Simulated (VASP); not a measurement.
# Sb (R-3m) in VASP: settings compared, part 2 of 2

VASP 6.6.1. The steps go on from the part before.

## 4. Single point, LDA

This run uses another cell than the first one, of 32.02 Å³/atom, 1.019 times its volume.

INCAR reads:

```
SYSTEM = Sb
PREC = Accurate ; ENCUT = 520
EDIFF = 1E-6 ; ISMEAR = -1
SIGMA = 0.05 ; LREAL = .False.
LASPH = .True. ; NELM = 100
ALGO = Normal ; ISIF = 2
LWAVE = .False. ; LCHARG = .False.
NBANDS = 12
```

KPOINTS reads:

```
regular mesh
0
Gamma
  8 8 8
  0 0 0
```

POSCAR reads:

```
Sb
1.0
    2.1964499421      1.2681209653      3.8317049867
   -2.1964499421      1.2681209653      3.8317049867
    0.0000000000     -2.5362419306      3.8317049867
Sb
2
Direct
    0.7665100000      0.7665100000      0.7665100000
    0.2334900000      0.2334900000      0.2334900000
```

Potentials or basis: VASP PAW LDA potentials, release 64 (Sb).

Run with:

```bash
$ cat potpaw_LDA.64/Sb/POTCAR > POTCAR
$ mpirun -np 1 vasp_std > vasp.out
```

OUTCAR:

```text
SYSTEM = Sb
   PREC = Accurate
   ENCUT = 520
   EDIFF = 1E-6
   ISMEAR = -1
   LREAL = .False.
   LASPH = .True.
   NELM = 100
   ISIF = 2

 ion  position               nearest neighbor table
   1  0.767  0.767  0.767-   2 2.97   2 2.97   2 2.97   2 3.42   2 3.42   2 3.42
   2  0.233  0.233  0.233-   1 2.97   1 2.97   1 2.97   1 3.42   1 3.42   1 3.42

  LATTYP: Found a trigonal (rhomboedric) cell.
 ALAT       =     4.5950501886
 COS(alpha) =     0.5430253624

  Lattice vectors:

 A1 = (   2.1964499421,   1.2681209653,   3.8317049867)
 A2 = (  -2.1964499421,   1.2681209653,   3.8317049867)
 A3 = (   0.0000000000,  -2.5362419306,   3.8317049867)

Analysis of symmetry for initial positions (statically):
=====================================================================
 Subroutine PRICEL returns:
 Original cell was already a primitive cell.

 Routine SETGRP: Setting up the symmetry group for a
 trigonal (rhombohedral) supercell.

 Subroutine GETGRP returns: Found 12 space group operations
 (whereof 12 operations were pure point group operations)
 out of a pool of 12 trial point group operations.

The static configuration has the point symmetry D_3d.

Analysis of symmetry for dynamics (positions and initial velocities):
=====================================================================
 Subroutine PRICEL returns:
 Original cell was already a primitive cell.

 Routine SETGRP: Setting up the symmetry group for a
 trigonal (rhombohedral) supercell.

 Subroutine GETGRP returns: Found 12 space group operations
 (whereof 12 operations were pure point group operations)
 out of a pool of 12 trial point group operations.

The dynamic configuration has the point symmetry D_3d.

 Subroutine INISYM returns: Found 12 space group operations
 (whereof 12 operations are pure point group operations),
 and found     1 'primitive' translations

----------------------------------------------------------------------------------------

                                     Primitive cell

  volume of cell :      64.0362

  direct lattice vectors                    reciprocal lattice vectors
     2.196449942  1.268120965  3.831704987     0.227640062  0.131428051  0.086993475
    -2.196449942  1.268120965  3.831704987    -0.227640062  0.131428051  0.086993475
     0.000000000 -2.536241931  3.831704987     0.000000000 -0.262856102  0.086993475

  length of vectors
     4.595050189  4.595050189  4.595050189     0.276877581  0.276877581  0.276877581

  position of ions in fractional coordinates (direct lattice)
     0.766510000  0.766510000  0.766510000
     0.233490000  0.233490000  0.233490000

  ion indices of the primitive-cell ions
   primitive index   ion index
                 1           1
                 2           2

----------------------------------------------------------------------------------------

 KPOINTS: regular mesh

Automatic generation of k-mesh.
 Grid dimensions read from file:
 generate k-points for:    8    8    8

 Generating k-lattice:

  Cartesian coordinates                     Fractional coordinates (reciprocal lattice)
     0.028455008  0.016428506  0.010874184     0.125000000 -0.000000000 -0.000000000
    -0.028455008  0.016428506  0.010874184    -0.000000000  0.125000000 -0.000000000
     0.000000000 -0.032857013  0.010874184    -0.000000000 -0.000000000  0.125000000

  Length of vectors
     0.034609698  0.034609698  0.034609698

  Shift w.r.t. Gamma in fractional coordinates (k-lattice)
     0.000000000  0.000000000  0.000000000

 Subroutine IBZKPT returns following result:
 ===========================================

 Found     65 irreducible k-points:

 Following reciprocal coordinates:
            Coordinates               Weight
  0.000000  0.000000  0.000000      1.000000
  0.125000  0.000000 -0.000000      6.000000
  0.250000  0.000000 -0.000000      6.000000
  0.375000  0.000000 -0.000000      6.000000
  0.500000  0.000000 -0.000000      3.000000
  0.125000  0.125000 -0.000000      6.000000
[... 16 lines left out ...]
  0.250000  0.125000  0.125000      6.000000
  0.375000  0.125000  0.125000      6.000000
 [... further k-points ...]
   k-points           NKPTS =     65   k-points in BZ     NKDIM =     65   number of bands    NBANDS=     12
   number of dos      NEDOS =    301   number of ions     NIONS =      2
   total plane-waves  NPLWV =  46656
   dimension x,y,z NGX =    36 NGY =   36 NGZ =   36
   dimension x,y,z NGXF=    72 NGYF=   72 NGZF=   72
   ions per type =               2
   NGX,Y,Z   is equivalent  to a cutoff of  13.02, 13.02, 13.02 a.u.
   NGXF,Y,Z  is equivalent  to a cutoff of  26.05, 26.05, 26.05 a.u.
 SYSTEM =  Sb
   PREC   = accura    normal or accurate (medium, high low for compatibility)
   ISTART =      0    job   : 0-new  1-cont  2-samecut
   ICHARG =      2    charge: 1-file 2-atom 10-const
   ISPIN  =      1    spin polarized calculation?
   LNONCOLLINEAR =      F non collinear calculations
   LSORBIT =      F    spin-orbit coupling
   LASPH  =      T    aspherical Exc in radial PAW
   ENCUT  =  520.0 eV  38.22 Ry    6.18 a.u.   8.54  8.54  8.54*2*pi/ulx,y,z
   NELM   =    100;   NELMIN=  2; NELMDL= -5     # of ELM steps
   EDIFF  = 0.1E-05   stopping-criterion for ELM
   LREAL  =      F    real-space projection
   EDIFFG = 0.1E-04   stopping-criterion for IOM
   NSW    =      0    number of steps for IOM
   IBRION =     -1    ionic relax: 0-MD 1-quasi-New 2-CG
   NFREE  =      0    steps in history (QN), initial steepest desc. (CG)
   ISIF   =      2    stress and relaxation
   ISYM   =      2    0-nonsym 1-usesym 2-fastsym
   POTIM  = 0.5000    time-step for ionic-motion
   TEBEG  =    0.0;   TEEND  =   0.0 temperature during run
   PSTRESS=    0.0 pullay stress
   NELECT =      10.0000    total number of electrons
   NUPDOWN=      -1.0000    fix difference up-down
   EMIN   =  10.00;   EMAX   =-10.00  energy-range for DOS
   EFERMI =   0.00;   METHOD = LEGACY
   ISMEAR =    -1;   SIGMA  =   0.05  broadening in eV -4-tet -1-fermi 0-gaus
   EFERMI_NEDOS =   21; number of points for ismear=-14 and -15
   IALGO  =     38    algorithm
   IMIX   =      4    mixing-type and parameters
     AMIX     =   0.40;   BMIX     =  1.00
     AMIX_MAG =   1.60;   BMIX_MAG =  1.00
  volume/ion in A,a.u.               =      32.02       216.07
  Fermi-wavevector in a.u.,A,eV,Ry     =   0.881589  1.665963 10.574448  0.777200
  Thomas-Fermi vector in A             =   2.002106
   LORBIT       =      0    0 simple, 1 ext, 2 COOP (PROOUT), +10 PAW based schemes
   GGA     = CA    functional components
   LHFCALC =     F    Hartree Fock is set to
   AEXX    =    0.0000 exact exchange contribution
   IVDW    =     0    specifies the selected vdW correction
   LEPSILON=     F    determine dielectric tensor
   LRPA    =     F    only Hartree local field effects (RPA)
 non-spin polarized calculation
  energy-cutoff  :      520.00
  volume of cell :       64.04
 maximum number of plane-waves:      1742
 NGX is ok and might be reduce to    36
   NGX = 17   NGY = 17   NGZ = 17

 number of electron      10.0000000 magnetization

 Free energy of the ion-electron system (eV)
  ---------------------------------------------------
  ext. energy  EPLUGINS =         0.00000000
  ---------------------------------------------------
  free energy    TOTEN  =        -9.57037677 eV

  energy without entropy =       -9.56810056  energy(sigma->0) =       -9.56923867

 E-fermi :   6.4333     XC(G=0):  -9.4775

 val. band max:        6.4258839683   @ k =   0.3750   0.1250   0.1250
 cond. band min:       6.5238245097   @ k =   0.3750   0.1250   0.1250
 fundamental gap:      0.0979405413
 Fermi energy:         6.4332584433

 k-point     1 :       0.0000    0.0000    0.0000
  band No.  band energies     occupation
      1      -5.8803      2.00000
      2       1.2264      2.00000
      3       4.5068      2.00000
      4       4.7377      2.00000
      5       4.7377      2.00000
      6       8.4304      0.00000
      7       8.9837      0.00000
      8       8.9837      0.00000
      9      11.5454      0.00000
     10      11.5454      0.00000
     11      11.6549      0.00000
     12      13.0999      0.00000
[... 331 lines left out ...]
 k-point    24 :       0.3750    0.1250    0.1250
  band No.  band energies     occupation
      1      -4.9500      2.00000
      2      -1.1085      2.00000
      3       3.2990      2.00000
      4       5.0003      2.00000
      5       6.4259      1.07361
      6       6.5238      0.28096
      7       7.1056      0.00000
      8       9.2895      0.00000
      9      11.4157      0.00000
     10      12.3916      0.00000
     11      13.5312      0.00000
     12      15.0620      0.00000

 [... further k-points ...]
[... 5 lines left out ...]
  --------------------------------------------------------------------------------------
  -------------------------------------------------------------------------------------
  Total       -1.5392310     -1.5392310     -1.4981625      0.0000000      0.0000000      0.0000000
  in kB      -38.5113787    -38.5113787    -37.4838502      0.0000000      0.0000000      0.0000000
  external PRESSURE =     -38.1688692 kB  Pullay stress =       0.0000000 kB

 VOLUME and BASIS-vectors are now :
 -----------------------------------------------------------------------------
  energy-cutoff  :      520.00
  volume of cell :       64.04
      direct lattice vectors                 reciprocal lattice vectors
     2.196449942  1.268120965  3.831704987     0.227640062  0.131428051  0.086993475
    -2.196449942  1.268120965  3.831704987    -0.227640062  0.131428051  0.086993475
     0.000000000 -2.536241931  3.831704987     0.000000000 -0.262856102  0.086993475

 POSITION                                       TOTAL-FORCE (eV/Angst)
 -----------------------------------------------------------------------------------
      0.00000      0.00000      8.81112         0.000000      0.000000      0.206742
      0.00000      0.00000      2.68399         0.000000      0.000000     -0.206742
 -----------------------------------------------------------------------------------
    total drift:                                0.000000     -0.000000     -0.000000

  FREE ENERGIE OF THE ION-ELECTRON SYSTEM (eV)
  ---------------------------------------------------
  free  energy   TOTEN  =        -9.5703767661 eV

  energy  without entropy=       -9.5681005645  energy(sigma->0) =       -9.56923867
```

Run time: 17 s. Hardware: 1 thread of Intel Xeon 6975P-C (Granite Rapids), shared host; peak memory 0.19 GiB.

What came out:

```
Free energy            : -9.5704 eV
Pressure               : -3.8 GPa
Largest force          : 0.207 eV/Å
Band gap on the k mesh : zero (band 5 reaches 6.43 eV, above the bottom of band 6 at 6.15 eV)
```

Forces on the atoms (eV/Å):
```
Sb   0.000  0.000  0.207
Sb   0.000  0.000 -0.207
```

Caveat: spin-orbit coupling is left out, which moves the levels of the heavy elements.

## 5. Single point, RPBE+D4

This run uses another cell than the first one, of 32.02 Å³/atom, 1.019 times its volume.

INCAR reads:

```
SYSTEM = Sb
PREC = Accurate ; ENCUT = 520
EDIFF = 1E-7 ; ISMEAR = -1
SIGMA = 0.05 ; LREAL = .False.
LASPH = .True. ; NELM = 80
ALGO = Normal ; ISIF = 2
LWAVE = .False. ; LCHARG = .False.
GGA = RP ; IVDW = 13
NBANDS = 12
```

KPOINTS is that of step 4.

POSCAR is that of step 4.

Potentials or basis: VASP PAW PBE potentials, release 64 (Sb).

Run with:

```bash
$ cat potpaw_PBE.64/Sb/POTCAR > POTCAR
$ mpirun -np 1 vasp_std > vasp.out
```

It took 24 s on 1 thread of Intel Xeon 6975P-C (Granite Rapids), shared host; peak memory 0.22 GiB.

The run converged. Its results:

```
Free energy                : -9.3149 eV
Pressure                   : -4.1 GPa
Largest force              : 0.038 eV/Å
Band gap on the k mesh     : zero (band 5 reaches 6.75 eV, above the bottom of band 6 at 6.48 eV)
Dispersion energy per atom : -0.878 eV
```

Forces in eV/Å, atoms in the order of the input:
```
Sb   0.000  0.000  0.038
Sb   0.000  0.000 -0.038
```

Stress tensor (GPa, compression positive):
```
-4.09  0.00  0.00
 0.00 -4.09  0.00
 0.00  0.00 -3.97
```

Levels at points of the mesh, in eV from the Fermi level:
```csv
k point,band 3,band 4,band 5,band 6,band 7,band 8
"(0.00, 0.00, 0.00)",-1.99,-1.76,-1.76,1.97,2.54,2.54
"(0.50, 0.00, 0.00)",-1.89,-1.78,-0.34,-0.26,0.17,0.49
"(0.50, 0.50, 0.00)",-5.16,-3.56,-3.49,1.66,4.58,5.20
"(0.50, 0.50, 0.50)",-1.30,-1.30,-0.59,0.13,0.13,0.96
```

Caveat: the PAW data sets were made with another functional, which shifts forces and pressure a little; spin-orbit coupling is left out, which moves the levels of the heavy elements; pairwise dispersion overbinds metals, which lowers pressure and volume.

## 6. Overview

| level | potentials or basis | cell | gap on the mesh (eV) | pressure (GPa) | largest force (eV/Å) |
| --- | --- | --- | --- | --- | --- |
| RPBE+D4 | VASP PAW PBE potentials, release 64 (Sb) | a = 4.566 Å, angles 57.1°, 2 atoms | none | -3.2 | 0.05 |
| PBE exchange alone | VASP PAW PBE potentials, release 64 (Sb) | a = 4.566 Å, angles 57.1°, 2 atoms | none | 9.7 | 0.16 |
| LDA | VASP PAW LDA potentials, release 64 (Sb) | a = 4.595 Å, angles 57.1°, 2 atoms | none | -3.8 | 0.21 |
| RPBE+D4 | VASP PAW PBE potentials, release 64 (Sb) | a = 4.595 Å, angles 57.1°, 2 atoms | none | -4.1 | 0.04 |

Alike in all rows: task single point; no spin polarisation; k mesh 8 × 8 × 8; cutoff (eV) 520; smearing fermi-dirac 0.05 eV.

Caveats: spin-orbit coupling is left out, which moves the levels of the heavy elements; the PAW data sets were made with another functional, which shifts forces and pressure a little (some runs); pairwise dispersion overbinds metals, which lowers pressure and volume (some runs).

Total energies depend on the potentials used, so only differences within one code and one set of settings carry meaning.
